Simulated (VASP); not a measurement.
Input of a VASP 6.6.1 run:

Contents of INCAR:

```
PREC     = Accurate       # precision mode
ENCUT    = 600            # plane-wave cutoff, eV
EDIFF    = 1E-8           # SCF threshold, eV
ISMEAR   = 0              # smearing method
SIGMA    = 0.01           # smearing width, eV
LREAL    = False          # projectors in reciprocal space
LASPH    = True           # aspherical terms in the spheres
NELM     = 100            # most SCF steps
ALGO     = Normal         # electronic algorithm
ISIF     = 3              # what is computed and relaxed
LWAVE    = False          # write WAVECAR
LCHARG   = False          # write CHGCAR
GGA      = PE             # functional
IBRION   = 6              # ionic algorithm
NFREE    = 2            
POTIM    = 0.015          # step
NSW      = 1              # ionic steps
```

KPOINTS

```
regular mesh
0
Gamma
  9 9 6
```

The input POSCAR:

```
AlN
1.0
    3.1301647408      0.0000000000      0.0000000000
   -1.5650823704      2.7108021836      0.0000000000
    0.0000000000      0.0000000000      5.0179854582
Al N
2 2
Direct
    0.3333333333      0.6666666667     -0.0007706573
    0.6666666667      0.3333333333      0.4992293427
    0.3333333333      0.6666666667      0.3807706573
    0.6666666667      0.3333333333      0.8807706573
```

Potentials or basis: VASP PAW PBE potentials, release 64 (Al, N).

Run with:

```sh
$ cat potpaw_PBE.64/Al/POTCAR potpaw_PBE.64/N/POTCAR > POTCAR
$ mpirun -np 1 vasp_std > vasp.out
```

(1) Predict the Voigt bulk modulus.

(2) What does it give for the highest phonon frequency at Γ, LO-TO splitting left out?

Answers

(1) 193 GPa.

(2) 706 cm⁻¹.
